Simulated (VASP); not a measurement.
Wanted: the native input for a VASP 6.6.1 run.

```
Task                   : relaxation of cell and atoms
Functional             : r2SCAN
Potentials or basis    : VASP PAW PBE potentials, release 64 (Mg, Se)
Cutoff                 : 600 eV
k mesh                 : 4 × 4 × 4
Occupations            : gaussian, width 0.02 eV
Spin                   : no spin polarisation
Dipole correction      : no
Further INCAR settings : ALGO = Normal; EDIFF = 1e-07; IBRION = 2; EDIFFG = -0.02; NSW = 70; ISIF = 3
```

Crystal: MgSe2.

```
Mg Se
1.0
     6.46000    0.00000    0.00000
     0.00000    6.46000    0.00000
     0.00000    0.00000    6.46000
Mg Se
4 8
Direct
  0.50000 0.50000 0.00000
  0.50000 0.00000 0.50000
  0.00000 0.50000 0.50000
  0.00000 0.00000 0.00000
  0.10620 0.89380 0.39380
  0.89380 0.39380 0.10620
  0.39380 0.10620 0.89380
  0.60620 0.60620 0.60620
  0.89380 0.10620 0.60620
  0.10620 0.60620 0.89380
  0.60620 0.89380 0.10620
  0.39380 0.39380 0.39380
```

The input as run:

POSCAR

```
MgSe2
1.0
    6.4599980000      0.0000000000      0.0000000000
    0.0000000000      6.4599980000      0.0000000000
    0.0000000000      0.0000000000      6.4599980000
Mg Se
4 8
Direct
    0.5000000000      0.5000000000      0.0000000000
    0.5000000000      0.0000000000      0.5000000000
    0.0000000000      0.5000000000      0.5000000000
    0.0000000000      0.0000000000      0.0000000000
    0.1062030000      0.8937970000      0.3937970000
    0.8937970000      0.3937970000      0.1062030000
    0.3937970000      0.1062030000      0.8937970000
    0.6062030000      0.6062030000      0.6062030000
    0.8937970000      0.1062030000      0.6062030000
    0.1062030000      0.6062030000      0.8937970000
    0.6062030000      0.8937970000      0.1062030000
    0.3937970000      0.3937970000      0.3937970000
```

INCAR.step1

```
SYSTEM = MgSe2
PREC     = Accurate       ! precision mode
ENCUT    = 600            ! plane-wave cutoff, eV
ISMEAR   = 0              ! smearing method
SIGMA    = 0.02           ! smearing width, eV
LREAL    = .False.        ! projectors in reciprocal space
LASPH    = .True.         ! aspherical terms in the spheres
NELM     = 100            ! most SCF steps
GGA      = PE             ! functional
ALGO     = Normal         ! electronic algorithm
EDIFF    = 1E-4           ! SCF threshold, eV
LWAVE    = .True.         ! write WAVECAR
LCHARG   = .False.        ! write CHGCAR
```

INCAR.step2

```
SYSTEM = MgSe2
PREC     = Accurate       ! precision mode
ENCUT    = 600            ! plane-wave cutoff, eV
EDIFF    = 1E-7           ! SCF threshold, eV
ISMEAR   = 0              ! smearing method
SIGMA    = 0.02           ! smearing width, eV
LREAL    = .False.        ! projectors in reciprocal space
LASPH    = .True.         ! aspherical terms in the spheres
NELM     = 100            ! most SCF steps
ALGO     = Normal         ! electronic algorithm
ISIF     = 3              ! what is computed and relaxed
LWAVE    = .False.        ! write WAVECAR
LCHARG   = .False.        ! write CHGCAR
METAGGA  = R2SCAN         ! meta-GGA
LMIXTAU  = .True.       
IBRION   = 2              ! ionic algorithm
NSW      = 70             ! ionic steps
EDIFFG   = -0.02          ! ionic threshold
ISTART   = 1
```

KPOINTS

```
regular mesh
0
Gamma
  4 4 4
  0 0 0
```

Potentials or basis: VASP PAW PBE potentials, release 64 (Mg, Se).

The run is started by

```sh
$ cat potpaw_PBE.64/Mg/POTCAR potpaw_PBE.64/Se/POTCAR > POTCAR
$ cp INCAR.step1 INCAR
$ mpirun -np 1 vasp_std > vasp.out
$ cp INCAR.step2 INCAR
$ mpirun -np 1 vasp_std > vasp.out
```

It gave:

```json
{
 "Pressure after relaxing": "0.1 GPa",
 "Largest force after relaxing": "0.003 eV/Å",
 "Band gap on the k mesh": "2.08 eV, indirect (least direct gap 2.17 eV)"
}
```

Caveat: the relaxation stopped at its first step, so nothing moved; the PAW data sets were made with another functional, which shifts forces and pressure a little.

Wall time 12 min on 1 thread of Intel(R) Xeon(R) Platinum 8259CL CPU @ 2.50GHz (Skylake/Cascade Lake), on a shared host, peak memory 0.47 GiB.
